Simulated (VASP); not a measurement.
# ZrSi2 in VASP: further runs

ZrSi2 is run at these levels: PBE; tasks: single point.

Everything below comes from runs of VASP 6.6.1. Logs are shortened: lines on timing, memory, paths and dates and some standing lists are left out, and cuts for length are marked.

### Step 1. The cell of the first run

The structure is hexagonal, space group P6/mmm (No. 191). Conventional cell: a = 4.011 Å, b = 4.011 Å, c = 3.612 Å, α = 90.00°, β = 90.00°, γ = 120.00°. Within 4.1 Å of Zr (site symmetry 6/mmm) lie 12 Si at 2.94 Å and 8 Zr at 3.61 to 4.01 Å. Within 3.1 Å of Si (site symmetry -6m2) lie 3 Si at 2.32 Å and 6 Zr at 2.94 Å.

The cell was generated, and may not be a known phase.

### Step 2. Single point, PBE

INCAR reads:

```
ALGO = Normal ; EDIFF = 1E-6
ENCUT = 500 ; GGA = PE
GGA_COMPAT = False ; ISIF = 2
ISMEAR = 0 ; LASPH = True
LCHARG = True ; LELF = True
LREAL = False ; LVHAR = True
LWAVE = False ; NBANDS = 17
NELM = 120 ; PREC = Accurate
SIGMA = 0.2
```

KPOINTS reads:

```
k-points
0
Gamma
  6 6 5
```

POSCAR reads:

```
ZrSi2
1.0
    4.0107579608      0.0000000000      0.0000000000
   -2.0053789804      3.4734182825      0.0000000000
    0.0000000000      0.0000000000      3.6124883468
Zr Si
1 2
Direct
    0.0000000000      0.0000000000      0.0000000000
    0.3333333333      0.6666666667      0.5000000000
    0.6666666667      0.3333333333      0.5000000000
```

Potentials or basis: VASP PAW PBE potentials, release 64 (Zr_sv, Si).

Run with:

```sh
cat potpaw_PBE.64/Zr_sv/POTCAR potpaw_PBE.64/Si/POTCAR > POTCAR
mpirun -np 1 vasp_std > vasp.out
```

OUTCAR:

```text
EDIFF = 1E-6
   ENCUT = 500
   GGA = PE
   ISIF = 2
   ISMEAR = 0
   LASPH = True
   LREAL = False
   NELM = 120
   PREC = Accurate

 ion  position               nearest neighbor table
   1  0.000  0.000  0.000-   2 2.94   3 2.94   2 2.94   3 2.94   3 2.94   3 2.94   2 2.94   2 2.94
                             3 2.94   3 2.94   2 2.94   2 2.94
   2  0.333  0.667  0.500-   3 2.32   3 2.32   3 2.32   1 2.94   1 2.94   1 2.94   1 2.94   1 2.94
                             1 2.94
   3  0.667  0.333  0.500-   2 2.32   2 2.32   2 2.32   1 2.94   1 2.94   1 2.94   1 2.94   1 2.94
                             1 2.94

  LATTYP: Found a hexagonal cell.
 ALAT       =     4.0107579608
 C/A-ratio  =     0.9006996638

  Lattice vectors:

 A1 = (   4.0107579608,   0.0000000000,   0.0000000000)
 A2 = (  -2.0053789804,   3.4734182825,   0.0000000000)
 A3 = (   0.0000000000,   0.0000000000,   3.6124883468)

Analysis of symmetry for initial positions (statically):
=====================================================================
 Subroutine PRICEL returns:
 Original cell was already a primitive cell.

 Routine SETGRP: Setting up the symmetry group for a
 hexagonal supercell.

 Subroutine GETGRP returns: Found 24 space group operations
 (whereof 24 operations were pure point group operations)
 out of a pool of 24 trial point group operations.

The static configuration has the point symmetry D_6h.

Analysis of symmetry for dynamics (positions and initial velocities):
=====================================================================
 Subroutine PRICEL returns:
 Original cell was already a primitive cell.

 Routine SETGRP: Setting up the symmetry group for a
 hexagonal supercell.

 Subroutine GETGRP returns: Found 24 space group operations
 (whereof 24 operations were pure point group operations)
 out of a pool of 24 trial point group operations.

The dynamic configuration has the point symmetry D_6h.

 Subroutine INISYM returns: Found 24 space group operations
 (whereof 24 operations are pure point group operations),
 and found     1 'primitive' translations

----------------------------------------------------------------------------------------

                                     Primitive cell

  volume of cell :      50.3257

  direct lattice vectors                    reciprocal lattice vectors
     4.010757961  0.000000000  0.000000000     0.249329431  0.143950414  0.000000000
    -2.005378980  3.473418282  0.000000000     0.000000000  0.287900828  0.000000000
     0.000000000  0.000000000  3.612488347     0.000000000  0.000000000  0.276817502

  length of vectors
     4.010757961  4.010757961  3.612488347     0.287900828  0.287900828  0.276817502

  position of ions in fractional coordinates (direct lattice)
     0.000000000  0.000000000  0.000000000
     0.333333333  0.666666667  0.500000000
     0.666666667  0.333333333  0.500000000

  ion indices of the primitive-cell ions
   primitive index   ion index
                 1           1
                 2           2
                 3           3

----------------------------------------------------------------------------------------

 KPOINTS: k-points

Automatic generation of k-mesh.
 Grid dimensions read from file:
 generate k-points for:    6    6    5

 Generating k-lattice:

  Cartesian coordinates                     Fractional coordinates (reciprocal lattice)
     0.041554905  0.023991736  0.000000000     0.166666667  0.000000000  0.000000000
     0.000000000  0.047983471  0.000000000     0.000000000  0.166666667  0.000000000
     0.000000000  0.000000000  0.055363500     0.000000000  0.000000000  0.200000000

  Length of vectors
     0.047983471  0.047983471  0.055363500

  Shift w.r.t. Gamma in fractional coordinates (k-lattice)
     0.000000000  0.000000000  0.000000000

 Subroutine IBZKPT returns following result:
 ===========================================

 Found     21 irreducible k-points:

 Following reciprocal coordinates:
            Coordinates               Weight
  0.000000  0.000000  0.000000      1.000000
  0.166667  0.000000  0.000000      6.000000
  0.333333 -0.000000  0.000000      6.000000
  0.500000 -0.000000  0.000000      3.000000
  0.166667  0.166667  0.000000      6.000000
  0.333333  0.166667  0.000000     12.000000
[... 13 lines left out ...]
  0.333333  0.166667  0.400000     24.000000
  0.333333  0.333333  0.400000      4.000000
   k-points           NKPTS =     21   k-points in BZ     NKDIM =     21   number of bands    NBANDS=     17
   number of dos      NEDOS =    301   number of ions     NIONS =      3
   total plane-waves  NPLWV =  25200
   dimension x,y,z NGX =    30 NGY =   30 NGZ =   28
   dimension x,y,z NGXF=    60 NGYF=   60 NGZF=   56
   ions per type =               1   2
   NGX,Y,Z   is equivalent  to a cutoff of  12.44, 12.44, 12.89 a.u.
   NGXF,Y,Z  is equivalent  to a cutoff of  24.87, 24.87, 25.77 a.u.
 SYSTEM =  unknown system
   PREC   = accura    normal or accurate (medium, high low for compatibility)
   ISTART =      0    job   : 0-new  1-cont  2-samecut
   ICHARG =      2    charge: 1-file 2-atom 10-const
   ISPIN  =      1    spin polarized calculation?
   LNONCOLLINEAR =      F non collinear calculations
   LSORBIT =      F    spin-orbit coupling
   LASPH  =      T    aspherical Exc in radial PAW
   ENCUT  =  500.0 eV  36.75 Ry    6.06 a.u.   7.31  7.31  6.59*2*pi/ulx,y,z
   NELM   =    120;   NELMIN=  2; NELMDL= -5     # of ELM steps
   EDIFF  = 0.1E-05   stopping-criterion for ELM
   LREAL  =      F    real-space projection
   EDIFFG = 0.1E-04   stopping-criterion for IOM
   NSW    =      0    number of steps for IOM
   IBRION =     -1    ionic relax: 0-MD 1-quasi-New 2-CG
   NFREE  =      0    steps in history (QN), initial steepest desc. (CG)
   ISIF   =      2    stress and relaxation
   ISYM   =      2    0-nonsym 1-usesym 2-fastsym
   POTIM  = 0.5000    time-step for ionic-motion
   TEBEG  =    0.0;   TEEND  =   0.0 temperature during run
   PSTRESS=    0.0 pullay stress
   NELECT =      20.0000    total number of electrons
   NUPDOWN=      -1.0000    fix difference up-down
   EMIN   =  10.00;   EMAX   =-10.00  energy-range for DOS
   EFERMI =   0.00;   METHOD = LEGACY
   ISMEAR =     0;   SIGMA  =   0.20  broadening in eV -4-tet -1-fermi 0-gaus
   EFERMI_NEDOS =   21; number of points for ismear=-14 and -15
   IALGO  =     38    algorithm
   IMIX   =      4    mixing-type and parameters
     AMIX     =   0.40;   BMIX     =  1.00
     AMIX_MAG =   1.60;   BMIX_MAG =  1.00
  volume/ion in A,a.u.               =      16.78       113.20
  Fermi-wavevector in a.u.,A,eV,Ry     =   1.203617  2.274506 19.710663  1.448693
  Thomas-Fermi vector in A             =   2.339365
   LORBIT       =      0    0 simple, 1 ext, 2 COOP (PROOUT), +10 PAW based schemes
   GGA     = PE    functional components
   LHFCALC =     F    Hartree Fock is set to
   AEXX    =    0.0000 exact exchange contribution
   IVDW    =     0    specifies the selected vdW correction
   LEPSILON=     F    determine dielectric tensor
   LRPA    =     F    only Hartree local field effects (RPA)
 non-spin polarized calculation
 Gauss-broadening in eV      SIGMA  =   0.20
  energy-cutoff  :      500.00
  volume of cell :       50.33
 maximum number of plane-waves:      1297
 NGX is ok and might be reduce to    30
   NGX = 15   NGY = 15   NGZ = 13

 number of electron      19.9999999 magnetization

 Free energy of the ion-electron system (eV)
  ---------------------------------------------------
  ext. energy  EPLUGINS =         0.00000000
  ---------------------------------------------------
  free energy    TOTEN  =       -20.26259652 eV

  energy without entropy =      -20.21830638  energy(sigma->0) =      -20.24045145

 E-fermi :  10.3668     XC(G=0): -11.2371

 val. band max:       10.3578254958   @ k =   0.3333   0.3333   0.0000
 cond. band min:      10.3783834778   @ k =   0.3333  -0.0000   0.2000
 fundamental gap:      0.0205579821
 Fermi energy:        10.3668219829

 k-point     1 :       0.0000    0.0000    0.0000
  band No.  band energies     occupation
      1     -39.0994      2.00000
      2     -17.1424      2.00000
      3     -17.1424      2.00000
      4     -17.0531      2.00000
      5      -2.4621      2.00000
      6       6.1253      2.00000
[... 9 lines left out ...]
     16      13.5134      0.00000
     17      14.5879      0.00000

 k-point     2 :       0.1667    0.0000    0.0000
  band No.  band energies     occupation
      1     -39.0979      2.00000
      2     -17.1698      2.00000
      3     -17.1486      2.00000
      4     -17.0497      2.00000
      5      -2.1056      2.00000
      6       4.5937      2.00000
[... 9 lines left out ...]
     16      14.3079      0.00000
     17      15.3459      0.00000

 k-point     3 :       0.3333   -0.0000    0.0000
  band No.  band energies     occupation
      1     -39.0951      2.00000
      2     -17.2239      2.00000
      3     -17.1611      2.00000
      4     -17.0430      2.00000
      5      -1.1002      2.00000
      6       2.4913      2.00000
[... 9 lines left out ...]
     16      15.2053      0.00000
     17      15.5251      0.00000

 k-point     4 :       0.5000   -0.0000    0.0000
  band No.  band energies     occupation
      1     -39.0937      2.00000
      2     -17.2506      2.00000
      3     -17.1673      2.00000
      4     -17.0396      2.00000
      5       0.0822      2.00000
      6       0.9435      2.00000
[... 9 lines left out ...]
     16      16.6323      0.00000
     17      17.4086      0.00000

 k-point     5 :       0.1667    0.1667    0.0000
  band No.  band energies     occupation
      1     -39.0958      2.00000
      2     -17.2053      2.00000
      3     -17.1632      2.00000
      4     -17.0447      2.00000
      5      -1.4243      2.00000
      6       3.2189      2.00000
[... 9 lines left out ...]
     16      14.8372      0.00000
     17      15.1768      0.00000

 k-point     6 :       0.3333    0.1667    0.0000
  band No.  band energies     occupation
      1     -39.0937      2.00000
      2     -17.2366      2.00000
      3     -17.1815      2.00000
      4     -17.0396      2.00000
      5      -0.2089      2.00000
      6       1.6076      2.00000
[... 9 lines left out ...]
     16      15.7457      0.00000
     17      15.8014      0.00000

 k-point     7 :       0.3333    0.3333    0.0000
  band No.  band energies     occupation
      1     -39.0930      2.00000
      2     -17.2173      2.00000
      3     -17.2173      2.00000
      4     -17.0379      2.00000
      5       0.8644      2.00000
      6       0.8644      2.00000
[... 9 lines left out ...]
     16      16.0385      0.00000
     17      16.0385      0.00000

 k-point     8 :       0.0000    0.0000    0.2000
  band No.  band energies     occupation
      1     -39.0954      2.00000
      2     -17.1350      2.00000
      3     -17.1350      2.00000
      4     -17.1258      2.00000
      5      -2.0644      2.00000
      6       5.8844      2.00000
[... 9 lines left out ...]
     16      14.0843      0.00000
     17      15.1694      0.00000
[... 143 lines left out ...]
      1     -39.0876      2.00000
      2     -17.2338      2.00000
      3     -17.1470      2.00000
      4     -17.1288      2.00000
      5      -1.0062      2.00000
      6       4.1505      2.00000
[... 9 lines left out ...]
     16      15.5111      0.00000
     17      16.6748      0.00000

 k-point    17 :       0.3333   -0.0000    0.4000
  band No.  band energies     occupation
      1     -39.0849      2.00000
      2     -17.2195      2.00000
      3     -17.1946      2.00000
      4     -17.1402      2.00000
      5      -0.4075      2.00000
      6       3.2934      2.00000
[... 9 lines left out ...]
     16      15.1514      0.00000
     17      15.9890      0.00000

 k-point    18 :       0.5000   -0.0000    0.4000
  band No.  band energies     occupation
      1     -39.0836      2.00000
      2     -17.2184      2.00000
      3     -17.2120      2.00000
      4     -17.1459      2.00000
      5       0.1253      2.00000
      6       2.2401      2.00000
[... 9 lines left out ...]
     16      14.7811      0.00000
     17      17.7614      0.00000

 k-point    19 :       0.1667    0.1667    0.4000
  band No.  band energies     occupation
      1     -39.0856      2.00000
      2     -17.2231      2.00000
      3     -17.1783      2.00000
      4     -17.1419      2.00000
      5      -0.5882      2.00000
      6       3.8318      2.00000
[... 9 lines left out ...]
     16      14.8873      0.00000
     17      15.9335      0.00000

 k-point    20 :       0.3333    0.1667    0.4000
  band No.  band energies     occupation
      1     -39.0836      2.00000
      2     -17.2123      2.00000
      3     -17.2060      2.00000
      4     -17.1583      2.00000
      5       0.1465      2.00000
      6       2.2389      2.00000
[... 9 lines left out ...]
     16      14.4774      0.00000
     17      16.5995      0.00000

 k-point    21 :       0.3333    0.3333    0.4000
  band No.  band energies     occupation
      1     -39.0829      2.00000
      2     -17.2085      2.00000
      3     -17.1897      2.00000
      4     -17.1897      2.00000
      5       1.0722      2.00000
      6       1.0722      2.00000
[... 9 lines left out ...]
     16      15.2246      0.00000
     17      16.5961      0.00000

------------------------ aborting loop because EDIFF is reached ----------------------------------------

  FORCE on cell =-STRESS in cart. coord.  units (eV):
  Direction    XX          YY          ZZ          XY          YZ          ZX
  --------------------------------------------------------------------------------------
  -------------------------------------------------------------------------------------
  Total        0.1249269      0.1249269     -0.0113719     -0.0000000      0.0000000      0.0000000
  in kB        3.9771924      3.9771924     -0.3620391     -0.0000000      0.0000000      0.0000000
  external PRESSURE =       2.5307819 kB  Pullay stress =       0.0000000 kB

 VOLUME and BASIS-vectors are now :
 -----------------------------------------------------------------------------
  energy-cutoff  :      500.00
  volume of cell :       50.33
      direct lattice vectors                 reciprocal lattice vectors
     4.010757961  0.000000000  0.000000000     0.249329431  0.143950414  0.000000000
    -2.005378980  3.473418282  0.000000000     0.000000000  0.287900828  0.000000000
     0.000000000  0.000000000  3.612488347     0.000000000  0.000000000  0.276817502

 POSITION                                       TOTAL-FORCE (eV/Angst)
 -----------------------------------------------------------------------------------
      0.00000      0.00000      0.00000        -0.000000      0.000000     -0.000000
     -0.00000      2.31561      1.80624         0.000000     -0.000000     -0.000000
      2.00538      1.15781      1.80624        -0.000000      0.000000      0.000000
 -----------------------------------------------------------------------------------
    total drift:                                0.000000     -0.000000      0.000000

  FREE ENERGIE OF THE ION-ELECTRON SYSTEM (eV)
  ---------------------------------------------------
  free  energy   TOTEN  =       -20.2625965240 eV

  energy  without entropy=      -20.2183063778  energy(sigma->0) =      -20.24045145
```

Run time: 20 s. Hardware: 1 thread of Intel Xeon 8259CL, shared host; peak memory 0.16 GiB.

Results:

* Free energy: -20.2626 eV
* Pressure: 0.3 GPa
* Band gap on the k mesh: zero (bands 10 and 11 overlap by 1.72 eV)

(Continued in part 2 of 2.)

The gap in the log of VASP goes by the Fermi energy; the results here count the filled bands.